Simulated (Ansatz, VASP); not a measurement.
Bi: VASP beside Ansatz

```xyz
2
Lattice="2.2675 1.3091 3.9380 -2.2675 1.3091 3.9380 0.0000 -2.6183 3.9380" Properties=species:S:1:pos:R:3 pbc="T T T"
Bi    0.0000    0.0000    2.7645
Bi    0.0000    0.0000    9.0495
```

Alike in both runs: task single point; functional PBE; k mesh 8 × 8 × 8; occupations fermi-dirac, width 0.05 eV; no spin polarisation.

|  | VASP | Ansatz |
| --- | --- | --- |
| version | VASP 6.6.1 | Ansatz 0.2.0 |
| potentials or method | VASP PAW PBE potentials, release 64 (Bi_d), cutoff 520 eV | all-electron LAPW, scalar-relativistic |

|  | VASP | Ansatz | Ansatz less VASP |
| --- | --- | --- | --- |
| pressure (GPa) | 2.1 | 2.2 | +0.07 |
| rms of the force components (eV/Å) | 0.108 | 0.105 | -0.0034 |

Atom by atom the forces differ by 0.003 eV/Å (rms over components). Ansatz ran all-electron here, and VASP with PAW potentials.

Neither program's run includes spin-orbit coupling.
